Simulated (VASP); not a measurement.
Write the native input for VASP 6.6.1 that does the following.

- Task: single point
- Functional: PBE
- Potentials or basis: VASP PAW PBE potentials, release 64 (Ba_sv, S)
- Cutoff: 520 eV
- k mesh: 10 × 10 × 10
- Occupations: gaussian, width 0.05 eV
- Spin: no spin polarisation
- Dipole correction: no
- Further INCAR settings: ALGO = Normal; EDIFF = 1e-07; NBANDS = 15

The structure of BaS lies in POSCAR:

```
BaS
1.0
    0.0000000000      3.1820622604      3.2142043034
    3.2142043034      0.0000000000      3.2142043034
    3.2142043034      3.1820622604      0.0000000000
Ba S
1 1
Direct
    0.5000000000      0.5000000000      0.5000000000
    0.0000000000      0.0000000000      0.0000000000
```

These files were run (other wordings do the same):

INCAR

```
ALGO = Normal
EDIFF = 1E-7
ENCUT = 520
GGA = PE
ISIF = 2
ISMEAR = 0
LASPH = T
LCHARG = F
LREAL = F
LWAVE = F
NBANDS = 15
NELM = 80
PREC = Accurate
SIGMA = 0.05
```

KPOINTS

```
k-points
0
Gamma
  10 10 10
```

Potentials or basis: VASP PAW PBE potentials, release 64 (Ba_sv, S).

Launch:

```sh
$ cat potpaw_PBE.64/Ba_sv/POTCAR potpaw_PBE.64/S/POTCAR > POTCAR
$ mpirun -np 1 vasp_std > vasp.out
```

Results of the run:

The pressure is 1.0 GPa. The band gap on the k mesh is 2.10 eV, indirect (least direct gap 2.24 eV).

Caveat: spin-orbit coupling is left out, which moves the levels of the heavy elements.

Wall time 48 s on 1 thread of Intel(R) Xeon(R) Platinum 8488C (Sapphire Rapids), with other jobs on the host, peak memory 0.26 GiB.
